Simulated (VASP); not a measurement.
# Sb (R-3m) in VASP: notebook, part 2 of 3

VASP 6.6.1. The steps go on from the part before.

## 3. Single point, BHLYP

This run uses another cell than the first one, of 30.81 Å³/atom.

File POSCAR:

```
Sb
1.0
    2.1684666409      1.2519647989      3.7828881425
   -2.1684666409      1.2519647989      3.7828881425
    0.0000000000     -2.5039295978      3.7828881425
Sb
2
Direct
    0.7665100000      0.7665100000      0.7665100000
    0.2334900000      0.2334900000      0.2334900000
```

File INCAR.step1:

```
SYSTEM = Sb
PREC     = Accurate       ! precision mode
ENCUT    = 520            ! plane-wave cutoff, eV
EDIFF    = 1E-5           ! SCF threshold, eV
ISMEAR   = -1             ! smearing method
SIGMA    = 0.05           ! smearing width, eV
LREAL    = .FALSE.        ! projectors in reciprocal space
LASPH    = .TRUE.         ! aspherical terms in the spheres
NELM     = 80             ! most SCF steps
ALGO     = Normal         ! electronic algorithm
ISIF     = 2              ! what is computed and relaxed
LWAVE    = .TRUE.         ! write WAVECAR
NBANDS   = 12             ! bands
GGA      = PE             ! functional
```

File INCAR.step2:

```
SYSTEM = Sb
PREC     = Accurate       ! precision mode
ENCUT    = 520            ! plane-wave cutoff, eV
EDIFF    = 1E-6           ! SCF threshold, eV
ISMEAR   = -1             ! smearing method
SIGMA    = 0.05           ! smearing width, eV
LREAL    = .FALSE.        ! projectors in reciprocal space
LASPH    = .TRUE.         ! aspherical terms in the spheres
NELM     = 80             ! most SCF steps
ALGO     = Normal         ! electronic algorithm
ISIF     = 2              ! what is computed and relaxed
LWAVE    = .FALSE.        ! write WAVECAR
LCHARG   = .TRUE.         ! write CHGCAR
GGA      = B5             ! functional
LHFCALC  = .TRUE.         ! exact exchange
AEXX     = 0.5            ! exact-exchange fraction
ALDAX    = 0.5          
AGGAX    = 0.5          
AGGAC    = 1.0          
ALDAC    = 0.0          
PRECFOCK = Normal       
LELF     = .TRUE.         ! ELF
LVHAR    = .TRUE.       
NBANDS   = 12             ! bands
ISTART   = 1
```

File KPOINTS:

```
regular mesh
0
G
  4 4 4
  0 0 0
```

Potentials or basis: VASP PAW PBE potentials, release 64 (Sb).

Command:

```bash
> cat potpaw_PBE.64/Sb/POTCAR > POTCAR
> cp INCAR.step1 INCAR
> mpirun -np 1 vasp_std > vasp.out
> cp INCAR.step2 INCAR
> mpirun -np 1 vasp_std > vasp.out
```

OUTCAR:

```text
SYSTEM = Sb
   PREC = Accurate
   ENCUT = 520
   EDIFF = 1E-6
   ISMEAR = -1
   LREAL = .FALSE.
   LASPH = .TRUE.
   NELM = 80
   ISIF = 2
   GGA = B5
   LHFCALC = .TRUE.
   AEXX = 0.5
   PRECFOCK = Normal
   ISTART = 1

 ion  position               nearest neighbor table
   1  0.767  0.767  0.767-   2 2.93   2 2.93   2 2.93   2 3.38   2 3.38   2 3.38
   2  0.233  0.233  0.233-   1 2.93   1 2.93   1 2.93   1 3.38   1 3.38   1 3.38

  LATTYP: Found a trigonal (rhomboedric) cell.
 ALAT       =     4.5365081427
 COS(alpha) =     0.5430253624

  Lattice vectors:

 A1 = (   2.1684666409,   1.2519647989,   3.7828881425)
 A2 = (  -2.1684666409,   1.2519647989,   3.7828881425)
 A3 = (   0.0000000000,  -2.5039295978,   3.7828881425)

Analysis of symmetry for initial positions (statically):
=====================================================================
 Subroutine PRICEL returns:
 Original cell was already a primitive cell.

 Routine SETGRP: Setting up the symmetry group for a
 trigonal (rhombohedral) supercell.

 Subroutine GETGRP returns: Found 12 space group operations
 (whereof 12 operations were pure point group operations)
[... 173 lines left out ...]
      5       3.7610      2.00000
      6      10.6039      0.00000
      7      11.3622      0.00000
      8      11.3622      0.00000
      9      14.2156      0.00000
     10      14.2156      0.00000
     11      14.3757      0.00000
     12      16.1906      0.00000
[... 166 lines left out ...]
 k-point    13 :       0.5000    0.5000    0.5000
  band No.  band energies     occupation
      1      -7.2849      2.00000
      2      -4.6726      2.00000
      3       4.3827      2.00000
      4       4.3827      2.00000
      5       6.4500      2.00000
      6       8.1868      0.00000
      7       8.1868      0.00000
      8       8.9295      0.00000
      9      16.4403      0.00000
     10      18.0252      0.00000
     11      18.0252      0.00000
     12      18.7804      0.00000

------------------------ aborting loop because EDIFF is reached ----------------------------------------

  FORCE on cell =-STRESS in cart. coord.  units (eV):
  Direction    XX          YY          ZZ          XY          YZ          ZX
  --------------------------------------------------------------------------------------
  -------------------------------------------------------------------------------------
  Total       -0.8838104     -0.8838104     -0.4417677      0.0000000      0.0000000      0.0000000
  in kB      -22.9800033    -22.9800033    -11.4864257      0.0000000      0.0000000      0.0000000
  external PRESSURE =     -19.1488108 kB  Pullay stress =       0.0000000 kB

 VOLUME and BASIS-vectors are now :
 -----------------------------------------------------------------------------
  energy-cutoff  :      520.00
  volume of cell :       61.62
      direct lattice vectors                 reciprocal lattice vectors
     2.168466641  1.251964799  3.782888143     0.230577677  0.133124084  0.088116096
    -2.168466641  1.251964799  3.782888143    -0.230577677  0.133124084  0.088116096
     0.000000000 -2.503929598  3.782888143     0.000000000 -0.266248167  0.088116096

 POSITION                                       TOTAL-FORCE (eV/Angst)
 -----------------------------------------------------------------------------------
      0.00000      0.00000      8.69886         0.000000      0.000000      1.270947
      0.00000      0.00000      2.64980         0.000000      0.000000     -1.270947
 -----------------------------------------------------------------------------------
    total drift:                               -0.000000      0.000000      0.000000

  FREE ENERGIE OF THE ION-ELECTRON SYSTEM (eV)
  ---------------------------------------------------
  free  energy   TOTEN  =       -14.2487547727 eV

  energy  without entropy=      -14.2487547647  energy(sigma->0) =      -14.24875477
```

Run time: 20 min. Hardware: 1 thread of Intel Xeon 8259CL, shared host; peak memory 0.22 GiB.

Results:

```yaml
Free_energy: -14.2488 eV
Pressure: -1.9 GPa
Largest_force: 1.271 eV/Å
Band_gap_on_the_k_mesh: 1.63 eV (least direct gap 1.74 eV)
```

Forces in eV/Å, atoms in the order of the input:
```
Sb   0.000  0.000  1.271
Sb   0.000  0.000 -1.271
```

Levels at points of the mesh, in eV from the valence-band top:
```
           k point  band 1  band 2  band 3  band 4  band 5  band 6  band 7  band 8  band 9  band 10
(0.00, 0.00, 0.00)  -15.52   -5.82   -3.01   -2.69   -2.69    4.15    4.91    4.91    7.77     7.77
(0.50, 0.00, 0.00)  -12.76  -11.89   -2.82   -2.65   -0.71    1.63    2.09    2.24   10.65    11.09
(0.50, 0.50, 0.00)  -12.72   -9.88   -6.88   -4.98   -4.84    3.85    7.46    8.16    9.72    11.44
(0.50, 0.50, 0.50)  -13.73  -11.12   -2.07   -2.07    0.00    1.74    1.74    2.48    9.99    11.58
```

Caveat: the k points lie up to 0.44 Å⁻¹ apart; the PAW data sets were made with another functional, which shifts forces and pressure a little; spin-orbit coupling is left out, which moves the levels of the heavy elements.

## 4. Single point, BHLYP

This run uses another cell than the first one, of 31.41 Å³/atom.

File POSCAR:

```
Sb
1.0
    2.1825479877      1.2600946682      3.8074530396
   -2.1825479877      1.2600946682      3.8074530396
    0.0000000000     -2.5201893365      3.8074530396
Sb
2
Direct
    0.7665100000      0.7665100000      0.7665100000
    0.2334900000      0.2334900000      0.2334900000
```

File INCAR.step1:

```
SYSTEM = Sb
PREC = Accurate ; ENCUT = 520
EDIFF = 1E-5 ; ISMEAR = -1
SIGMA = 0.05 ; LREAL = .FALSE.
LASPH = .TRUE. ; NELM = 80
ALGO = Normal ; ISIF = 2
LWAVE = .TRUE. ; LCHARG = .FALSE.
GGA = PE ; NBANDS = 12
```

File INCAR.step2:

```
SYSTEM = Sb
PREC = Accurate ; ENCUT = 520
EDIFF = 1E-7 ; ISMEAR = -1
SIGMA = 0.05 ; LREAL = .FALSE.
LASPH = .TRUE. ; NELM = 80
ALGO = Normal ; ISIF = 2
LWAVE = .FALSE. ; LCHARG = .FALSE.
GGA = B5 ; LHFCALC = .TRUE.
AEXX = 0.5 ; ALDAX = 0.5
AGGAX = 0.5 ; AGGAC = 1.0
ALDAC = 0.0 ; PRECFOCK = Normal
ISTART = 1 ; NBANDS = 12
```

File KPOINTS:

```
Automatic mesh
0
G
  4 4 4
  0 0 0
```

Command:

```bash
> cat potpaw_PBE.64/Sb/POTCAR > POTCAR
> cp INCAR.step1 INCAR
> mpirun -np 1 vasp_std > vasp.out
> cp INCAR.step2 INCAR
> mpirun -np 1 vasp_std > vasp.out
```

It took 27 min on 1 thread of Intel Xeon 8259CL, shared host; peak memory 0.21 GiB.

Results (log left out):

```
Free energy            : -14.2307 eV
Pressure               : -2.9 GPa
Largest force          : 1.350 eV/Å
Band gap on the k mesh : 1.65 eV (least direct gap 1.80 eV)
```

Forces in eV/Å, atoms in the order of the input:
```
Sb   0.000  0.000  1.350
Sb   0.000  0.000 -1.350
```

Stress tensor (GPa, compression positive):
```
-3.39  0.00  0.00
 0.00 -3.39  0.00
 0.00  0.00 -2.01
```

Levels at points of the mesh, in eV from the valence-band top:
```csv
k point,band 2,band 3,band 4,band 5,band 6,band 7,band 8,band 9
"(0.00, 0.00, 0.00)",-5.91,-2.91,-2.60,-2.60,4.17,4.90,4.90,7.81
"(0.50, 0.00, 0.00)",-11.75,-2.73,-2.56,-0.67,1.65,2.13,2.29,10.64
"(0.50, 0.50, 0.00)",-9.81,-6.72,-4.83,-4.70,3.94,7.37,8.09,9.55
"(0.50, 0.50, 0.50)",-10.99,-1.99,-1.99,0.00,1.80,1.80,2.45,9.98
```

Caveat: the k points lie up to 0.44 Å⁻¹ apart; the PAW data sets were made with another functional, which shifts forces and pressure a little; spin-orbit coupling is left out, which moves the levels of the heavy elements. A k mesh can miss the band edges.

## 5. Single point, BHLYP

This run uses another cell than the first one, of 32.02 Å³/atom.

File POSCAR:

```
Sb
1.0
    2.1964499421      1.2681209653      3.8317049867
   -2.1964499421      1.2681209653      3.8317049867
    0.0000000000     -2.5362419306      3.8317049867
Sb
2
Direct
    0.7665100000      0.7665100000      0.7665100000
    0.2334900000      0.2334900000      0.2334900000
```

File INCAR.step1:

```
ALGO = Normal
EDIFF = 1E-5
ENCUT = 520
GGA = PE
ISIF = 2
ISMEAR = -1
LASPH = True
LCHARG = False
LREAL = False
LWAVE = True
NBANDS = 12
NELM = 60
PREC = Accurate
SIGMA = 0.05
```

File INCAR.step2:

```
AEXX = 0.5
AGGAC = 1.0
AGGAX = 0.5
ALDAC = 0.0
ALDAX = 0.5
ALGO = Normal
EDIFF = 1E-7
ENCUT = 520
GGA = B5
ISIF = 2
ISMEAR = -1
ISTART = 1
LASPH = True
LCHARG = False
LHFCALC = True
LREAL = False
LWAVE = False
NBANDS = 12
NELM = 60
PREC = Accurate
PRECFOCK = Normal
SIGMA = 0.05
```

File KPOINTS:

```
k-points
0
Gamma
  4 4 4
```

Command:

```bash
> cat potpaw_PBE.64/Sb/POTCAR > POTCAR
> cp INCAR.step1 INCAR
> mpirun -np 1 vasp_std > vasp.out
> cp INCAR.step2 INCAR
> mpirun -np 1 vasp_std > vasp.out
```

Wall time 20 min (1 thread of Intel Xeon 8259CL, shared host); peak memory 0.22 GiB.

The run converged. Its results:

| Quantity | Value |
| --- | --- |
| Free energy | -14.2054 eV |
| Pressure | -3.8 GPa |
| Largest force | 1.424 eV/Å |
| Band gap on the k mesh | 1.66 eV (least direct gap 1.85 eV) |

Forces in eV/Å, atoms in the order of the input:
```
Sb   0.000  0.000  1.424
Sb   0.000  0.000 -1.424
```

Stress tensor (GPa, compression positive):
```
-4.37  0.00  0.00
 0.00 -4.37  0.00
 0.00  0.00 -2.78
```

Levels at points of the mesh, in eV from the valence-band top:
```tsv
k point	band 1	band 2	band 3	band 4	band 5	band 6	band 7	band 8	band 9	band 10
(0.00, 0.00, 0.00)	-15.12	-5.99	-2.82	-2.52	-2.52	4.18	4.89	4.89	7.86	7.86
(0.50, 0.00, 0.00)	-12.47	-11.62	-2.64	-2.48	-0.64	1.66	2.16	2.34	10.63	11.05
(0.50, 0.50, 0.00)	-12.46	-9.75	-6.56	-4.69	-4.57	4.03	7.29	8.01	9.40	11.41
(0.50, 0.50, 0.50)	-13.42	-10.86	-1.91	-1.91	0.00	1.85	1.85	2.42	9.96	11.56
```

Caveat: the k points lie up to 0.43 Å⁻¹ apart; the PAW data sets were made with another functional, which shifts forces and pressure a little; spin-orbit coupling is left out, which moves the levels of the heavy elements. A k mesh can miss the band edges.

(Part 2 of 3 ends here.)
